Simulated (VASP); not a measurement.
# Cr (P6/mmm) in VASP: notebook

Runs on Cr. Level: PBE. Tasks: single point, relaxation of shape and atoms at fixed volume, relaxation of cell and atoms.

All numbers are computed with VASP 6.6.1; they aren't measurements. Logs are shortened: lines on timing, memory, paths and dates and some standing lists are left out, and cuts for length are marked.

### 1 The cell of the first run

It takes space group P6/mmm (No. 191, hexagonal). The conventional cell has a = 4.051 Å, b = 4.051 Å, c = 2.201 Å, α = 90.00°, β = 90.00°, γ = 120.00°. Cr (site symmetry 6/mmm) has 14 Cr at 2.20 to 2.58 Å within 2.9 Å. Within 2.9 Å of Cr (site symmetry -6m2) lie 11 Cr at 2.20 to 2.58 Å.

This isn't the form of Cr at room conditions, which is bcc.

### 2 Single point, PBE, collinear spin, ferromagnetic start

The input, INCAR:

```
ALGO = Normal
EDIFF = 1E-6
ENCUT = 520
GGA = PE
ISIF = 2
ISMEAR = -1
ISPIN = 2
LASPH = True
LCHARG = True
LELF = True
LMAXMIX = 4
LORBIT = 11
LREAL = False
LVHAR = True
LWAVE = False
MAGMOM = 2 2 2
NBANDS = 29
NELM = 150
PREC = Accurate
SIGMA = 0.1
```

The input, KPOINTS:

```
k-points
0
Gamma
  10 10 14
```

The input, POSCAR:

```
Cr
1.0
    4.0511454749      0.0000000000      0.0000000000
   -2.0255727374      3.5083948957      0.0000000000
    0.0000000000      0.0000000000      2.2013858326
Cr
3
Direct
    0.0000000000      0.0000000000      0.0000000000
    0.3333333333      0.6666666667      0.5000000000
    0.6666666667      0.3333333333      0.5000000000
```

Potentials or basis: VASP PAW PBE potentials, release 64 (Cr_pv).

Started as:

```console
cat potpaw_PBE.64/Cr_pv/POTCAR > POTCAR
mpirun -np 1 vasp_std > vasp.out
```

OUTCAR:

```text
EDIFF = 1E-6
   ENCUT = 520
   GGA = PE
   ISIF = 2
   ISMEAR = -1
   ISPIN = 2
   LASPH = True
   LORBIT = 11
   LREAL = False
   NELM = 150
   PREC = Accurate

 ion  position               nearest neighbor table
   1  0.000  0.000  0.000-   2 2.58   3 2.58   2 2.58   3 2.58   2 2.58   2 2.58   3 2.58   3 2.58
                             3 2.58   3 2.58   2 2.58   2 2.58
   2  0.333  0.667  0.500-   3 2.34   3 2.34   3 2.34   1 2.58   1 2.58   1 2.58   1 2.58   1 2.58
                             1 2.58
   3  0.667  0.333  0.500-   2 2.34   2 2.34   2 2.34   1 2.58   1 2.58   1 2.58   1 2.58   1 2.58
                             1 2.58

  LATTYP: Found a hexagonal cell.
 ALAT       =     4.0511454749
 C/A-ratio  =     0.5433983663

  Lattice vectors:

 A1 = (   4.0511454749,   0.0000000000,   0.0000000000)
 A2 = (  -2.0255727374,   3.5083948957,   0.0000000000)
 A3 = (   0.0000000000,   0.0000000000,   2.2013858326)

Analysis of symmetry for initial positions (statically):
=====================================================================
 Subroutine PRICEL returns:
 Original cell was already a primitive cell.

 Routine SETGRP: Setting up the symmetry group for a
 hexagonal supercell.

 Subroutine GETGRP returns: Found 24 space group operations
 (whereof 24 operations were pure point group operations)
 out of a pool of 24 trial point group operations.

The static configuration has the point symmetry D_6h.

Analysis of symmetry for dynamics (positions and initial velocities):
=====================================================================
 Subroutine PRICEL returns:
 Original cell was already a primitive cell.

 Routine SETGRP: Setting up the symmetry group for a
 hexagonal supercell.

 Subroutine GETGRP returns: Found 24 space group operations
 (whereof 24 operations were pure point group operations)
 out of a pool of 24 trial point group operations.

The dynamic configuration has the point symmetry D_6h.

Analysis of structural, dynamic, and magnetic symmetry:
=====================================================================
 Subroutine PRICEL returns:
 Original cell was already a primitive cell.

 Routine SETGRP: Setting up the symmetry group for a
 hexagonal supercell.

 Subroutine GETGRP returns: Found 24 space group operations
 (whereof 24 operations were pure point group operations)
 out of a pool of 24 trial point group operations.

The overall configuration has the point symmetry D_6h.

 Subroutine INISYM returns: Found 24 space group operations
 (whereof 24 operations are pure point group operations),
 and found     1 'primitive' translations

----------------------------------------------------------------------------------------

                                     Primitive cell

  volume of cell :      31.2883

  direct lattice vectors                    reciprocal lattice vectors
     4.051145475  0.000000000  0.000000000     0.246843765  0.142515314  0.000000000
    -2.025572737  3.508394896  0.000000000     0.000000000  0.285030628  0.000000000
     0.000000000  0.000000000  2.201385833     0.000000000  0.000000000  0.454259306

  length of vectors
     4.051145475  4.051145475  2.201385833     0.285030628  0.285030628  0.454259306

  position of ions in fractional coordinates (direct lattice)
     0.000000000  0.000000000  0.000000000
     0.333333333  0.666666667  0.500000000
     0.666666667  0.333333333  0.500000000

  ion indices of the primitive-cell ions
   primitive index   ion index
                 1           1
                 2           2
                 3           3

----------------------------------------------------------------------------------------

 KPOINTS: k-points

Automatic generation of k-mesh.
 Grid dimensions read from file:
 generate k-points for:   10   10   14

 Generating k-lattice:

  Cartesian coordinates                     Fractional coordinates (reciprocal lattice)
     0.024684376  0.014251531  0.000000000     0.100000000  0.000000000  0.000000000
     0.000000000  0.028503063  0.000000000     0.000000000  0.100000000  0.000000000
     0.000000000  0.000000000  0.032447093     0.000000000  0.000000000  0.071428571

  Length of vectors
     0.028503063  0.028503063  0.032447093

  Shift w.r.t. Gamma in fractional coordinates (k-lattice)
     0.000000000  0.000000000  0.000000000

 Subroutine IBZKPT returns following result:
 ===========================================

 Found    112 irreducible k-points:

 Following reciprocal coordinates:
            Coordinates               Weight
  0.000000  0.000000  0.000000      1.000000
  0.100000  0.000000  0.000000      6.000000
  0.200000  0.000000  0.000000      6.000000
  0.300000  0.000000  0.000000      6.000000
  0.400000  0.000000  0.000000      6.000000
  0.500000 -0.000000  0.000000      3.000000
[... 16 lines left out ...]
  0.300000  0.100000  0.071429     24.000000
  0.400000  0.100000  0.071429     24.000000
 [... further k-points ...]
   k-points           NKPTS =    112   k-points in BZ     NKDIM =    112   number of bands    NBANDS=     29
   number of dos      NEDOS =    301   number of ions     NIONS =      3
   total plane-waves  NPLWV =  14400
   dimension x,y,z NGX =    30 NGY =   30 NGZ =   16
   dimension x,y,z NGXF=    60 NGYF=   60 NGZF=   32
   ions per type =               3
   NGX,Y,Z   is equivalent  to a cutoff of  12.31, 12.31, 12.08 a.u.
   NGXF,Y,Z  is equivalent  to a cutoff of  24.62, 24.62, 24.17 a.u.
 SYSTEM =  unknown system
   PREC   = accura    normal or accurate (medium, high low for compatibility)
   ISTART =      0    job   : 0-new  1-cont  2-samecut
   ICHARG =      2    charge: 1-file 2-atom 10-const
   ISPIN  =      2    spin polarized calculation?
   LNONCOLLINEAR =      F non collinear calculations
   LSORBIT =      F    spin-orbit coupling
   LASPH  =      T    aspherical Exc in radial PAW
   ENCUT  =  520.0 eV  38.22 Ry    6.18 a.u.   7.53  7.53  4.09*2*pi/ulx,y,z
   NELM   =    150;   NELMIN=  2; NELMDL= -5     # of ELM steps
   EDIFF  = 0.1E-05   stopping-criterion for ELM
   LREAL  =      F    real-space projection
   EDIFFG = 0.1E-04   stopping-criterion for IOM
   NSW    =      0    number of steps for IOM
   IBRION =     -1    ionic relax: 0-MD 1-quasi-New 2-CG
   NFREE  =      0    steps in history (QN), initial steepest desc. (CG)
   ISIF   =      2    stress and relaxation
   ISYM   =      2    0-nonsym 1-usesym 2-fastsym
   POTIM  = 0.5000    time-step for ionic-motion
   TEBEG  =    0.0;   TEEND  =   0.0 temperature during run
   PSTRESS=    0.0 pullay stress
   NELECT =      36.0000    total number of electrons
   NUPDOWN=      -1.0000    fix difference up-down
   EMIN   =  10.00;   EMAX   =-10.00  energy-range for DOS
   EFERMI =   0.00;   METHOD = LEGACY
   ISMEAR =    -1;   SIGMA  =   0.10  broadening in eV -4-tet -1-fermi 0-gaus
   EFERMI_NEDOS =   21; number of points for ismear=-14 and -15
   IALGO  =     38    algorithm
   IMIX   =      4    mixing-type and parameters
     AMIX     =   0.40;   BMIX     =  1.00
     AMIX_MAG =   1.60;   BMIX_MAG =  1.00
  volume/ion in A,a.u.               =      10.43        70.38
  Fermi-wavevector in a.u.,A,eV,Ry     =   1.715464  3.241756 40.039433  2.942815
  Thomas-Fermi vector in A             =   2.792831
   LORBIT       =     11    0 simple, 1 ext, 2 COOP (PROOUT), +10 PAW based schemes
   GGA     = PE    functional components
   LHFCALC =     F    Hartree Fock is set to
   AEXX    =    0.0000 exact exchange contribution
   IVDW    =     0    specifies the selected vdW correction
   LEPSILON=     F    determine dielectric tensor
   LRPA    =     F    only Hartree local field effects (RPA)
 spin polarized calculation
  energy-cutoff  :      520.00
  volume of cell :       31.29
 maximum number of plane-waves:       856
   NGX = 15   NGY = 15   NGZ =  9

 number of electron      36.0000013 magnetization      -0.0054134

 number of electron      36.0000013 magnetization       0.0012672

 Free energy of the ion-electron system (eV)
  ---------------------------------------------------
  ext. energy  EPLUGINS =         0.00000000
  ---------------------------------------------------
  free energy    TOTEN  =       -27.13895298 eV

  energy without entropy =      -27.00259141  energy(sigma->0) =      -27.07077219

 E-fermi :  12.4338     XC(G=0): -14.2433

 val. band max:       12.4257708253   @ k =   0.1000   0.1000   0.4286
 cond. band min:      12.4373432023   @ k =   0.1000   0.1000   0.5000
 fundamental gap:      0.0115723770
 Fermi energy:        12.4338115637

 spin component 1

 k-point     1 :       0.0000    0.0000    0.0000
  band No.  band energies     occupation
      1     -30.8229      1.00000
      2     -30.8229      1.00000
      3     -30.7428      1.00000
      4     -30.7428      1.00000
      5     -29.9772      1.00000
      6     -29.9772      1.00000
[... 757 lines left out ...]
     28      19.7890      0.00000
     29      19.9969      0.00000

 [... further k-points ...]

 spin component 2

 k-point     1 :       0.0000    0.0000    0.0000
  band No.  band energies     occupation
      1     -30.8220      1.00000
      2     -30.8220      1.00000
      3     -30.7429      1.00000
      4     -30.7429      1.00000
      5     -29.9766      1.00000
      6     -29.9766      1.00000
[... 757 lines left out ...]
     28      19.7855      0.00000
     29      19.9993      0.00000

 [... further k-points ...]

------------------------ aborting loop because EDIFF is reached ----------------------------------------

  FORCE on cell =-STRESS in cart. coord.  units (eV):
  Direction    XX          YY          ZZ          XY          YZ          ZX
  --------------------------------------------------------------------------------------
  -------------------------------------------------------------------------------------
  Total        7.5945788      7.5945788      7.6741777      0.0000000     -0.0000000      0.0000000
  in kB      388.8944987    388.8944987    392.9705063      0.0000000     -0.0000000      0.0000000
  external PRESSURE =     390.2531679 kB  Pullay stress =       0.0000000 kB

 VOLUME and BASIS-vectors are now :
 -----------------------------------------------------------------------------
  energy-cutoff  :      520.00
  volume of cell :       31.29
      direct lattice vectors                 reciprocal lattice vectors
     4.051145475  0.000000000  0.000000000     0.246843765  0.142515314  0.000000000
    -2.025572737  3.508394896  0.000000000     0.000000000  0.285030628  0.000000000
     0.000000000  0.000000000  2.201385833     0.000000000  0.000000000  0.454259306

 POSITION                                       TOTAL-FORCE (eV/Angst)
 -----------------------------------------------------------------------------------
      0.00000      0.00000      0.00000        -0.000000      0.000000      0.000000
     -0.00000      2.33893      1.10069        -0.000000      0.000000      0.000000
      2.02557      1.16946      1.10069         0.000000     -0.000000      0.000000
 -----------------------------------------------------------------------------------
    total drift:                               -0.000000      0.000000      0.000000

  FREE ENERGIE OF THE ION-ELECTRON SYSTEM (eV)
  ---------------------------------------------------
  free  energy   TOTEN  =       -27.1389529752 eV

  energy  without entropy=      -27.0025914065  energy(sigma->0) =      -27.07077219

 total charge

# of ion       s       p       d       tot
------------------------------------------
    1        0.470   6.463   4.368  11.301
    2        0.483   6.439   4.453  11.374
    3        0.483   6.439   4.453  11.374
--------------------------------------------------
tot          1.435  19.340  13.273  34.049

 magnetization (x)

# of ion       s       p       d       tot
------------------------------------------
    1       -0.000  -0.000  -0.000  -0.000
    2        0.000   0.000   0.001   0.001
    3        0.000   0.000   0.001   0.001
--------------------------------------------------
tot          0.000   0.000   0.001   0.001
```

Wall time 1.8 min (1 thread of AMD EPYC 7R13 (Zen 3), shared host); peak memory 0.22 GiB.

Results:

```
Free energy                                           : -27.1390 eV
Pressure                                              : 39.0 GPa
Band gap on the k mesh                                : zero (filled and empty bands overlap)
Net moment                                            : 0.00 μB per cell
Valence electrons inside the program's atomic spheres : Cr 11.30, 11.37 (each value once)
```

Caveat: the cell stands under pressure.

### 3 Relaxation of shape and atoms at fixed volume, PBE, collinear spin, ferromagnetic start

The input, INCAR:

```
SYSTEM = Cr
ALGO = Normal ; EDIFF = 1E-6
EDIFFG = -0.005 ; ENCUT = 600
GGA = PE ; IBRION = 2
ISIF = 4 ; ISMEAR = -1
ISPIN = 2 ; LASPH = .TRUE.
LCHARG = .FALSE. ; LMAXMIX = 4
LORBIT = 11 ; LREAL = .FALSE.
LWAVE = .FALSE. ; MAGMOM = 2 2 2
NELM = 150 ; NSW = 50
PREC = Accurate ; SIGMA = 0.1
```

The input, KPOINTS:

```
k-points
0
G
  10 10 14
  0 0 0
```

The input, POSCAR:

```
Cr
1.0
    4.0565581752      0.0000000000      0.0000000000
   -2.0282790876      3.5130824316      0.0000000000
    0.0000000000      0.0000000000      2.1955150960
Cr
3
Direct
    0.0000000000      0.0000000000      0.0000000000
    0.3333333333      0.6666666667      0.5000000000
    0.6666666667      0.3333333333      0.5000000000
```

Potentials or basis: VASP PAW PBE potentials, release 64 (Cr_pv).

Started as:

```console
cat potpaw_PBE.64/Cr_pv/POTCAR > POTCAR
mpirun -np 1 vasp_std > vasp.out
```

Wall time 9.5 min (1 thread of Oxide Virtual Turin-like, shared host); peak memory 0.23 GiB.

The run converged. Its results:

| Item | Value |
| --- | --- |
| Free energy | -27.1387 eV |
| Energy gained by relaxing | 0.3 meV/atom |
| Ionic steps | 3 |
| Pressure after relaxing | 39.0 GPa |
| Band gap on the k mesh | zero (filled and empty bands overlap) |
| Net moment | 0.00 μB per cell |
| Valence electrons inside the program's atomic spheres | Cr 11.30, 11.37 (each value once) |

The path:
```csv
step,energy change (eV),largest force (eV/Å),pressure (GPa),volume (Å³)
1,0.0000,0.0000,39.08,31.29
2,-0.0005,0.0000,38.99,31.29
3,-0.0008,0.0000,39.02,31.29
```

Final structure:
```cif
data_structure
_symmetry_space_group_name_H-M 'P 1'
_symmetry_Int_Tables_number 1
_cell_length_a 4.0501
_cell_length_b 4.0501
_cell_length_c 2.2026
_cell_angle_alpha 90.000
_cell_angle_beta 90.000
_cell_angle_gamma 120.000
_cell_volume 31.29
loop_
_atom_site_label
_atom_site_type_symbol
_atom_site_fract_x
_atom_site_fract_y
_atom_site_fract_z
_atom_site_occupancy
Cr1 Cr 0.00000 0.00000 0.00000 1
Cr2 Cr 0.33333 0.66667 0.50000 1
Cr3 Cr 0.66667 0.33333 0.50000 1
```

Levels at points of the mesh, in eV from the Fermi level:
Spin up:
```tsv
k point	band 16	band 17	band 18	band 19	band 20	band 21
(0.00, 0.00, 0.00)	-2.34	-2.09	-0.42	-0.42	1.47	1.47
(0.50, 0.00, 0.00)	-2.04	-1.95	0.74	0.78	1.62	1.63
(0.00, 0.00, 0.50)	-1.08	-1.08	0.08	0.08	1.84	1.84
(0.50, 0.00, 0.50)	-1.56	-0.21	-0.17	1.01	1.18	1.81
```
Spin down:
```csv
k point,band 14,band 15,band 16,band 17,band 18,band 19,band 20,band 21,band 22,band 23
"(0.00, 0.00, 0.00)",-2.41,-2.34,-2.34,-2.09,-0.42,-0.42,1.47,1.47,1.53,1.53
"(0.50, 0.00, 0.00)",-2.80,-2.38,-2.04,-1.95,0.74,0.78,1.62,1.63,1.70,2.08
"(0.00, 0.00, 0.50)",-2.65,-1.75,-1.08,-1.08,0.08,0.08,1.84,1.84,2.32,2.32
"(0.50, 0.00, 0.50)",-2.24,-1.73,-1.56,-0.21,-0.17,1.01,1.18,1.81,1.83,2.94
```

### 4 Relaxation of cell and atoms, PBE, collinear spin, ferromagnetic start

This run uses another cell than the first one, of 11.76 Å³/atom.

The input, INCAR:

```
SYSTEM = Cr
PREC = Accurate
ENCUT = 600
EDIFF = 1E-6
ISMEAR = -1
SIGMA = 0.1
LREAL = .False.
LASPH = .True.
NELM = 150
ALGO = Normal
ISIF = 3
LWAVE = .False.
LCHARG = .False.
ISPIN = 2
MAGMOM = 2 2 2
LORBIT = 11
LMAXMIX = 4
GGA = PE
IBRION = 2
NSW = 60
EDIFFG = -0.005
```

The input, KPOINTS:

```
Automatic mesh
0
Gamma
  10 10 14
  0 0 0
```

The input, POSCAR:

```
Cr
1.0
    4.0354629980      0.0000000000      0.0000000000
   -2.0177314990      3.4948134723      0.0000000000
    0.0000000000      0.0000000000      2.5019870588
Cr
3
Direct
    0.0000000000      0.0000000000      0.0000000000
    0.3333333333      0.6666666667      0.5000000000
    0.6666666667      0.3333333333      0.5000000000
```

Started as:

```console
cat potpaw_PBE.64/Cr_pv/POTCAR > POTCAR
mpirun -np 1 vasp_std > vasp.out
```

It took 32 min on 1 thread of Oxide Virtual Turin-like, shared host; peak memory 0.27 GiB.

Results (log left out):

```
Free energy                                           : -27.6015 eV
Relaxed volume                                        : 11.83 Å³/atom
Relaxed cell                                          : a = 4.231 Å, b = 4.231 Å, c = 2.290 Å, α = 90.00°, β = 90.00°, γ = 120.00°
Space group after relaxing (to 0.1 Å)                 : P6/mmm (No. 191)
Energy gained by relaxing                             : 127.8 meV/atom
Ionic steps                                           : 10
Pressure after relaxing                               : 0.0 GPa
Band gap on the k mesh                                : zero (filled and empty bands overlap)
Net moment                                            : 0.00 μB per cell
Valence electrons inside the program's atomic spheres : Cr 11.01, 11.08 (each value once)
```

Step by step:
```
step  energy change (eV)  largest force (eV/Å)  pressure (GPa)  volume (Å³)
   1              0.0000                0.0000            3.16        35.29
   2             -0.3356                0.0000           -5.45        36.36
   3             -0.3555                0.0000           -6.62        36.56
   4             -0.3108                0.0000           10.91        34.11
   5             -0.3828                0.0000           -0.60        35.61
   6             -0.3828                0.0000           -0.49        35.59
   7             -0.3832                0.0000            0.11        35.48
   8             -0.3833                0.0000           -0.07        35.51
   9             -0.3833                0.0000           -0.03        35.51
  10             -0.3833                0.0000            0.02        35.50
```

Final structure:
```
Cr
1.0
     4.23089    0.00000    0.00000
    -2.11545    3.66406    0.00000
     0.00000    0.00000    2.28985
Cr
3
Direct
  0.00000 0.00000 0.00000
  0.33333 0.66667 0.50000
  0.66667 0.33333 0.50000
```

Levels at points of the mesh, in eV from the Fermi level:
Spin up:
| k point | band 15 | band 16 | band 17 | band 18 | band 19 | band 20 | band 21 | band 22 |
| --- | --- | --- | --- | --- | --- | --- | --- | --- |
| (0.00, 0.00, 0.00) | -2.07 | -2.07 | -1.81 | -0.33 | -0.33 | 1.30 | 1.30 | 1.36 |
| (0.50, 0.00, 0.00) | -1.98 | -1.78 | -1.62 | 0.42 | 0.74 | 1.34 | 1.44 | 1.50 |
| (0.00, 0.00, 0.50) | -1.67 | -0.89 | -0.89 | 0.07 | 0.07 | 1.54 | 1.54 | 1.95 |
| (0.50, 0.00, 0.50) | -1.43 | -1.26 | -0.18 | -0.11 | 0.85 | 0.90 | 1.53 | 1.57 |
Spin down:
| k point | band 15 | band 16 | band 17 | band 18 | band 19 | band 20 | band 21 | band 22 |
| --- | --- | --- | --- | --- | --- | --- | --- | --- |
| (0.00, 0.00, 0.00) | -2.07 | -2.07 | -1.81 | -0.33 | -0.33 | 1.30 | 1.30 | 1.36 |
| (0.50, 0.00, 0.00) | -1.98 | -1.78 | -1.62 | 0.42 | 0.74 | 1.34 | 1.44 | 1.50 |
| (0.00, 0.00, 0.50) | -1.67 | -0.89 | -0.89 | 0.07 | 0.07 | 1.54 | 1.54 | 1.95 |
| (0.50, 0.00, 0.50) | -1.43 | -1.26 | -0.18 | -0.11 | 0.85 | 0.90 | 1.53 | 1.57 |
